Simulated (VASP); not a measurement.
Here is a VASP 6.6.1 calculation.

File INCAR:

```
PREC = Accurate
ENCUT = 520
EDIFF = 1E-7
ISMEAR = 0
SIGMA = 0.02
LREAL = False
LASPH = True
NELM = 60
ALGO = Normal
ISIF = 2
LWAVE = False
LCHARG = False
GGA = PE
NBANDS = 22
```

Contents of KPOINTS:

```
regular mesh
0
Gamma
  8 8 4
```

The input POSCAR:

```
Br
1.0
    4.3581118374     -2.1296922738      0.0717870344
    4.3581118374      2.1296922738      0.0717870344
   -0.5198463945      0.0000000000      8.7117032433
Br
4
Direct
    0.8586485677      0.6413468103      0.6183431599
    0.3586531897      0.1413514323      0.8816568401
    0.1413514323      0.3586531897      0.3816568401
    0.6413468103      0.8586485677      0.1183431599
```

Potentials or basis: VASP PAW PBE potentials, release 64 (Br).

The run is started by

```console
$ cat potpaw_PBE.64/Br/POTCAR > POTCAR
$ mpirun -np 1 vasp_std > vasp.out
```

Question: What does it give for the largest force?

Answer: 0.006 eV/Å.

Question: What does it give for the band gap on the k mesh?

Answer: 1.36 eV.

Question: Estimate the pressure.

Answer: 0.0 GPa.

Forces in eV/Å, atoms in the order of the input:
```
Br   0.000  0.004  0.005
Br   0.000  0.004 -0.005
Br   0.000 -0.004 -0.005
Br   0.000 -0.004  0.005
```

Caveat: this functional lacks dispersion, which holds the molecules together, so the pressure and a relaxed volume are unreliable. A k mesh can miss the band edges.
